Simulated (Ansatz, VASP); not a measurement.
W3C in VASP and in Ansatz

The input INCAR:

```
PREC = Accurate
ENCUT = 520
EDIFF = 1E-6
ISMEAR = 0
SIGMA = 0.1
LREAL = False
LASPH = True
NELM = 100
ALGO = Normal
ISIF = 2
LWAVE = False
LCHARG = False
LDIPOL = True
IDIPOL = 3
DIPOL = 0.5 0.5 0.353
GGA = PE
NBANDS = 31
```

File KPOINTS:

```
regular mesh
0
Gamma
  9 9 1
```

POSCAR

```
W3C
1.0
    2.8545944806      0.0000000000      0.0000000000
   -1.4272972403      2.4721513377      0.0000000000
    0.0000000000      0.0000000000     21.6971108210
W C
3 1
Direct
    0.6666666667      0.3333333333      0.1843563428
    0.3333333333      0.6666666667      0.2926027619
    0.0000000000      0.0000000000      0.4008418859
    0.3333333333     -0.3333333333      0.5358829070
```

Input for Ansatz:

```yaml
crystal:
  lattice:
    - [2.8545944806, 0.0, 0.0]
    - [-1.4272972403, 2.4721513377, 0.0]
    - [0.0, 0.0, 21.697110821]
  atoms:
    - { symbol: W, position: [0.6666666667, 0.3333333333, 0.1843563428] }
    - { symbol: W, position: [0.3333333333, 0.6666666667, 0.2926027619] }
    - { symbol: W, position: [0.0, 0.0, 0.4008418859] }
    - { symbol: C, position: [0.3333333333, -0.3333333333, 0.535882907] }
basis:
  ecutwfc: 420
kpoints:
  mp_grid: { grid: [9, 9, 1] }
hamiltonian:
  xc: pbe
scf:
  occupations: { method: gaussian, width: 0.1 }
output:
  forces: true
  eigenvalues: true
efield:
  axis: 3
  dipole_correction: true
  ramp_width: 0.04
```

Alike in both runs: task single point; functional PBE; k mesh 9 × 9 × 1; occupations gaussian, width 0.1 eV; no spin polarisation.

|  | VASP | Ansatz |
| --- | --- | --- |
| version | VASP 6.6.1 | Ansatz 0.2.0 |
| potentials or method | VASP PAW PBE potentials, release 64 (W_sv, C), cutoff 520 eV | scalar-relativistic, plane waves, PAW |
| valence electrons in the cell | 46 | 46 |

```tsv
	VASP	Ansatz	Ansatz less VASP
gap on the k mesh at the Fermi level (eV)	none	none	-
rms of the force components (eV/Å)	0.640	0.636	-0.0047
```

Atom by atom the forces differ by 0.010 eV/Å (rms over components). A gap of «none» marks a metal or a gap that the smearing closes.

Neither program's run includes spin-orbit coupling.
